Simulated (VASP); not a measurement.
Write the native input for VASP 6.6.1 that does the following.

| Property | Result |
| --- | --- |
| Task | single point |
| Functional | PBEsol |
| Potentials or basis | VASP PAW PBE potentials, release 64 (As, Rh_pv, Au) |
| Cutoff | 520 eV |
| k mesh | 6 × 6 × 2 |
| Occupations | fermi-dirac, width 0.03 eV |
| Spin | no spin polarisation |
| Dipole correction | no |
| Further INCAR settings | ALGO = Normal; EDIFF = 1e-06; NBANDS = 38 |

The structure of As2RhAu3 lies in POSCAR:

```
As2RhAu3
1.0
    3.8159303492      0.0000000000      0.0000000000
   -1.9079651746      3.3046926214      0.0000000000
    0.0000000000      0.0000000000      8.7213129835
As Rh Au
2 1 3
Direct
    0.3333333333      0.6666666667      0.8222167160
    0.6666666667      0.3333333333      0.1777832840
    0.0000000000      0.0000000000      0.5000000000
    0.3333333333      0.6666666667      0.3372542878
    0.6666666667      0.3333333333      0.6627457122
    0.0000000000      0.0000000000      0.0000000000
```

One way to write it, as run:

INCAR

```
PREC     = Accurate       # precision mode
ENCUT    = 520            # plane-wave cutoff, eV
EDIFF    = 1E-6           # SCF threshold, eV
ISMEAR   = -1             # smearing method
SIGMA    = 0.03           # smearing width, eV
LREAL    = F              # projectors in reciprocal space
LASPH    = T              # aspherical terms in the spheres
NELM     = 60             # most SCF steps
ALGO     = Normal         # electronic algorithm
ISIF     = 2              # what is computed and relaxed
LWAVE    = F              # write WAVECAR
LCHARG   = F              # write CHGCAR
GGA      = PS             # functional
NBANDS   = 38             # bands
```

KPOINTS

```
Automatic mesh
0
Gamma
  6 6 2
```

Potentials or basis: VASP PAW PBE potentials, release 64 (As, Rh_pv, Au).

Command:

```console
$ cat potpaw_PBE.64/As/POTCAR potpaw_PBE.64/Rh_pv/POTCAR potpaw_PBE.64/Au/POTCAR > POTCAR
$ mpirun -np 1 vasp_std > vasp.out
```

It gave:

- Pressure: 0.0 GPa
- Largest force: 0.008 eV/Å
- Band gap on the k mesh: zero (band 29 reaches 8.60 eV, above the bottom of band 30 at 7.15 eV)

Caveat: the k points lie up to 0.36 Å⁻¹ apart; the PAW data sets were made with another functional, which shifts forces and pressure a little; spin-orbit coupling is left out, which moves the levels of the heavy elements.

Wall time 66 s on 1 thread of AMD EPYC 7R43 64-Core Processor (Zen 3), on a shared host, peak memory 0.21 GiB.
